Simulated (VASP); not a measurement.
# HfC (I4mm) in VASP: a series of runs

HfC is run at these levels: PBEsol; tasks: single point.

All numbers are computed with VASP 6.6.1; they aren't measurements. Logs are shortened: lines on timing, memory, paths and dates and some standing lists are left out, and cuts for length are marked.

### 1 The cell of the first run

It takes space group I4mm (No. 107, tetragonal). Conventional cell: a = 3.288 Å, b = 3.288 Å, c = 4.650 Å, α = 90.00°, β = 90.00°, γ = 90.00°. Within 2.7 Å of Hf (site symmetry 4mm) lie 6 C at 2.06 to 2.59 Å. C (site symmetry 4mm) has 6 Hf at 2.06 to 2.59 Å within 2.7 Å.

### 2 Single point, PBEsol (all C atoms moved +0.263 Å, as atom 2 along Cartesian [0 1 0])

INCAR reads:

```
PREC = Accurate
ENCUT = 520
EDIFF = 1E-6
ISMEAR = 0
SIGMA = 0.15
LREAL = F
LASPH = T
NELM = 100
ALGO = Normal
ISIF = 2
LWAVE = F
LCHARG = T
GGA = PS
LELF = T
LVHAR = T
NBANDS = 14
```

KPOINTS reads:

```
regular mesh
0
Gamma
  18 18 18
```

POSCAR reads:

```
HfC
1.0
    0.0000000000      2.3250000000      2.3250000000
    2.3250000000      0.0000000000      2.3250000000
    2.3250000000      2.3250000000      0.0000000000
Hf C
1 1
Direct
    0.5000000000      0.5000000000      0.5000000000
    0.0564516129     -0.0564516129      0.0564516129
```

Potentials or basis: VASP PAW PBE potentials, release 64 (Hf_pv, C).

Launch:

```console
> cat potpaw_PBE.64/Hf_pv/POTCAR potpaw_PBE.64/C/POTCAR > POTCAR
> mpirun -np 1 vasp_std > vasp.out
```

OUTCAR:

```text
PREC = Accurate
   ENCUT = 520
   EDIFF = 1E-6
   ISMEAR = 0
   LREAL = F
   LASPH = T
   NELM = 100
   ISIF = 2
   GGA = PS

 ion  position               nearest neighbor table
   1  0.500  0.500  0.500-   2 2.06   2 2.34   2 2.34   2 2.34   2 2.34   2 2.59
   2  0.056  0.944  0.056-   1 2.06   1 2.34   1 2.34   1 2.34   1 2.34   1 2.59

  LATTYP: Found a face centered cubic cell.
 ALAT       =     4.6500000000

  Lattice vectors:

 A1 = (   0.0000000000,   2.3250000000,   2.3250000000)
 A2 = (   2.3250000000,   0.0000000000,   2.3250000000)
 A3 = (   2.3250000000,   2.3250000000,   0.0000000000)

Analysis of symmetry for initial positions (statically):
=====================================================================
 Subroutine PRICEL returns:
 Original cell was already a primitive cell.

 Routine SETGRP: Setting up the symmetry group for a
 face centered cubic supercell.

 Subroutine GETGRP returns: Found  8 space group operations
 (whereof  8 operations were pure point group operations)
 out of a pool of 48 trial point group operations.

The static configuration has the point symmetry C_4v.

Analysis of symmetry for dynamics (positions and initial velocities):
=====================================================================
 Subroutine PRICEL returns:
 Original cell was already a primitive cell.

 Routine SETGRP: Setting up the symmetry group for a
 face centered cubic supercell.

 Subroutine GETGRP returns: Found  8 space group operations
 (whereof  8 operations were pure point group operations)
 out of a pool of 48 trial point group operations.

The dynamic configuration has the point symmetry C_4v.

 Subroutine INISYM returns: Found  8 space group operations
 (whereof  8 operations are pure point group operations),
 and found     1 'primitive' translations

----------------------------------------------------------------------------------------

                                     Primitive cell

  volume of cell :      25.1362

  direct lattice vectors                    reciprocal lattice vectors
     0.000000000  2.325000000  2.325000000    -0.215053763  0.215053763  0.215053763
     2.325000000  0.000000000  2.325000000     0.215053763 -0.215053763  0.215053763
     2.325000000  2.325000000  0.000000000     0.215053763  0.215053763 -0.215053763

  length of vectors
     3.288046533  3.288046533  3.288046533     0.372484045  0.372484045  0.372484045

  position of ions in fractional coordinates (direct lattice)
     0.500000000  0.500000000  0.500000000
     0.056451613  0.943548387  0.056451613
[... 82 lines left out ...]
   NFREE  =      0    steps in history (QN), initial steepest desc. (CG)
   ISIF   =      2    stress and relaxation
   ISYM   =      2    0-nonsym 1-usesym 2-fastsym
   POTIM  = 0.5000    time-step for ionic-motion
   TEBEG  =    0.0;   TEEND  =   0.0 temperature during run
   PSTRESS=    0.0 pullay stress
   NELECT =      14.0000    total number of electrons
   NUPDOWN=      -1.0000    fix difference up-down
   EMIN   =  10.00;   EMAX   =-10.00  energy-range for DOS
   EFERMI =   0.00;   METHOD = LEGACY
   ISMEAR =     0;   SIGMA  =   0.15  broadening in eV -4-tet -1-fermi 0-gaus
   EFERMI_NEDOS =   21; number of points for ismear=-14 and -15
   IALGO  =     38    algorithm
   IMIX   =      4    mixing-type and parameters
     AMIX     =   0.40;   BMIX     =  1.00
     AMIX_MAG =   1.60;   BMIX_MAG =  1.00
  volume/ion in A,a.u.               =      12.57        84.81
  Fermi-wavevector in a.u.,A,eV,Ry     =   1.346949  2.545365 24.684672  1.814272
  Thomas-Fermi vector in A             =   2.474740
   LORBIT       =      0    0 simple, 1 ext, 2 COOP (PROOUT), +10 PAW based schemes
   GGA     = PS    functional components
   LHFCALC =     F    Hartree Fock is set to
   AEXX    =    0.0000 exact exchange contribution
   IVDW    =     0    specifies the selected vdW correction
   LEPSILON=     F    determine dielectric tensor
   LRPA    =     F    only Hartree local field effects (RPA)
 non-spin polarized calculation
 Gauss-broadening in eV      SIGMA  =   0.15
  energy-cutoff  :      520.00
  volume of cell :       25.14
 maximum number of plane-waves:       700
   NGX = 13   NGY = 13   NGZ = 13

 number of electron      14.0000000 magnetization

 Free energy of the ion-electron system (eV)
  ---------------------------------------------------
  ext. energy  EPLUGINS =         0.00000000
  ---------------------------------------------------
  free energy    TOTEN  =       -21.89460274 eV

  energy without entropy =      -21.89320421  energy(sigma->0) =      -21.89390347

 E-fermi :   5.8195     XC(G=0): -12.3933

 val. band max:        5.7877960505   @ k =   0.4444   0.0000   0.5000
 cond. band min:       5.8543207251   @ k =   0.3333   0.0556   0.3889
 fundamental gap:      0.0665246747
 Fermi energy:         5.8194745511

 k-point     1 :       0.0000    0.0000    0.0000
  band No.  band energies     occupation
      1     -23.7047      2.00000
      2     -23.6868      2.00000
      3     -23.6868      2.00000
      4      -6.4346      2.00000
      5       5.4418      1.99963
      6       5.4418      1.99963
      7       5.7427      1.53091
      8       7.1605      0.00000
      9       8.7634      0.00000
     10       8.7634      0.00000
     11       9.1909      0.00000
     12      10.7895      0.00000
     13      12.4897      0.00000
     14      16.6005      0.00000
[... 377 lines left out ...]
      1     -24.2809      2.00000
      2     -23.7629      2.00000
      3     -23.7622      2.00000
      4      -3.6863      2.00000
      5       0.8109      2.00000
      6       3.2114      2.00000
      7       3.2934      2.00000
      8       9.1941      0.00000
      9      10.4006      0.00000
     10      10.5807      0.00000
     11      13.9213      0.00000
     12      14.9334      0.00000
     13      17.0174      0.00000
     14      19.5279      0.00000

 [... further k-points ...]
[... 5 lines left out ...]
  --------------------------------------------------------------------------------------
  -------------------------------------------------------------------------------------
  Total       -1.2272411      2.3320227     -1.2272411     -0.0000000      0.0000000     -0.0000000
  in kB      -78.2242877    148.6430111    -78.2242877     -0.0000000      0.0000000     -0.0000000
  external PRESSURE =      -2.6018548 kB  Pullay stress =       0.0000000 kB

 VOLUME and BASIS-vectors are now :
 -----------------------------------------------------------------------------
  energy-cutoff  :      520.00
  volume of cell :       25.14
      direct lattice vectors                 reciprocal lattice vectors
     0.000000000  2.325000000  2.325000000    -0.215053763  0.215053763  0.215053763
     2.325000000  0.000000000  2.325000000     0.215053763 -0.215053763  0.215053763
     2.325000000  2.325000000  0.000000000     0.215053763  0.215053763 -0.215053763

 POSITION                                       TOTAL-FORCE (eV/Angst)
 -----------------------------------------------------------------------------------
      2.32500      2.32500      2.32500         0.000000      2.580190      0.000000
      2.32500      0.26250      2.32500         0.000000     -2.580190      0.000000
 -----------------------------------------------------------------------------------
    total drift:                                0.000000     -0.000681      0.000000

  FREE ENERGIE OF THE ION-ELECTRON SYSTEM (eV)
  ---------------------------------------------------
  free  energy   TOTEN  =       -21.8946027422 eV

  energy  without entropy=      -21.8932042078  energy(sigma->0) =      -21.89390347
```

It took 39 s on 1 thread of Intel Xeon 6975P-C (Granite Rapids), shared host; peak memory 0.28 GiB.

What came out:

- Free energy: -21.8946 eV
- Pressure: -0.3 GPa
- Largest force: 2.580 eV/Å
- Band gap on the k mesh: zero (band 7 reaches 6.17 eV, above the bottom of band 8 at 5.20 eV)

Forces on the atoms (eV/Å):
```
Hf   0.000  2.580  0.000
C    0.000 -2.580  0.000
```

Stress tensor (GPa, compression positive):
```
-7.82  0.00  0.00
 0.00 14.86  0.00
 0.00  0.00 -7.82
```

Caveat: the cell differs from its parent crystal (all C atoms moved +0.263 Å, as atom 2 along Cartesian [0 1 0]); the PAW data sets were made with another functional, which shifts forces and pressure a little; spin-orbit coupling is left out, which moves the levels of the heavy elements.

### 3 Single point, PBEsol (all C atoms moved +0.188 Å, as atom 2 along Cartesian [0 1 0])

INCAR reads:

```
ALGO = Normal ; EDIFF = 1E-6
ENCUT = 520 ; GGA = PS
ISIF = 2 ; ISMEAR = 0
LASPH = True ; LCHARG = True
LELF = True ; LREAL = False
LVHAR = True ; LWAVE = False
NBANDS = 14 ; NELM = 60
PREC = Accurate ; SIGMA = 0.15
```

KPOINTS reads:

```
k-points
0
Gamma
  18 18 18
```

POSCAR: that of step 2 with these lines changed.

```diff
@@ -9,2 +9,2 @@
     0.5000000000      0.5000000000      0.5000000000
-    0.0564516129     -0.0564516129      0.0564516129
+    0.0403225806     -0.0403225806      0.0403225806
```

Potentials or basis: VASP PAW PBE potentials, release 64 (Hf_pv, C).

Launch:

```console
> cat potpaw_PBE.64/Hf_pv/POTCAR potpaw_PBE.64/C/POTCAR > POTCAR
> mpirun -np 1 vasp_std > vasp.out
```

It took 37 s on 1 thread of Intel Xeon 6975P-C (Granite Rapids), shared host; peak memory 0.28 GiB.

Results (log left out):

| Property | Result |
| --- | --- |
| Free energy | -22.0475 eV |
| Pressure | -3.7 GPa |
| Largest force | 1.548 eV/Å |
| Band gap on the k mesh | zero (band 7 reaches 6.39 eV, above the bottom of band 8 at 5.29 eV) |

Forces on the atoms (eV/Å):
```
Hf   0.000  1.548  0.000
C    0.000 -1.548  0.000
```

Stress tensor (GPa, compression positive):
```
-7.41  0.00  0.00
 0.00  3.69  0.00
 0.00  0.00 -7.41
```

Levels at points of the mesh, in eV from the Fermi level:
```csv
k point,band 3,band 4,band 5,band 6,band 7,band 8,band 9,band 10,band 11,band 12
"(0.00, 0.00, 0.00)",-29.56,-12.32,0.00,0.00,0.29,1.28,2.37,2.37,3.31,4.26
"(0.50, 0.00, 0.00)",-29.64,-8.60,-6.17,-3.02,-2.96,5.03,5.27,5.61,6.43,10.57
"(0.50, 0.50, 0.00)",-29.80,-10.37,-2.66,-2.47,-0.22,0.56,5.42,6.64,6.64,8.18
"(0.50, 0.00, 0.50)",-29.80,-10.36,-2.55,-1.90,-0.14,-0.14,5.26,6.63,6.63,7.61
```

Caveat: the cell differs from its parent crystal (all C atoms moved +0.188 Å, as atom 2 along Cartesian [0 1 0]); the PAW data sets were made with another functional, which shifts forces and pressure a little; spin-orbit coupling is left out, which moves the levels of the heavy elements.
